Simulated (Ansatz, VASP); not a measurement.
**SiNi3: VASP beside Ansatz**

```
Si Ni
1.0
     3.50627    0.00000    0.00000
     0.00000    3.50627    0.00000
     0.00000    0.00000    3.50627
Si Ni
1 3
Cartesian
  0.0000 0.0000 0.0000
  0.0000 1.7531 1.7531
  1.7531 0.0000 1.7531
  1.7531 1.7531 0.0000
```

Alike in both runs: functional PBE; k mesh 12 × 12 × 12; occupations gaussian, width 0.1 eV; no spin polarisation.

Ansatz relaxed the structure, and its values are those at the end. VASP's run is a single point on that final structure, the one shown.

|  | VASP | Ansatz |
| --- | --- | --- |
| version | VASP 6.6.1 | Ansatz 0.2.0 |
| potentials or method | VASP PAW PBE potentials, release 64 (Si, Ni), cutoff 520 eV | scalar-relativistic, plane waves, PAW |
| valence electrons in the cell | 34 | 58 |

```tsv
	VASP	Ansatz	Ansatz less VASP
gap on the k mesh at the Fermi level (eV)	none	none	-
pressure (GPa)	0.0	0.0	-0.01
```

A gap of «none» marks a metal or a gap that the smearing closes. With one functional, cell and mesh, what is left measures potentials, basis and numerics. VASP's potentials hold 34 valence electrons a cell and Ansatz's 58, so a difference there can come from the potentials and not from the codes.
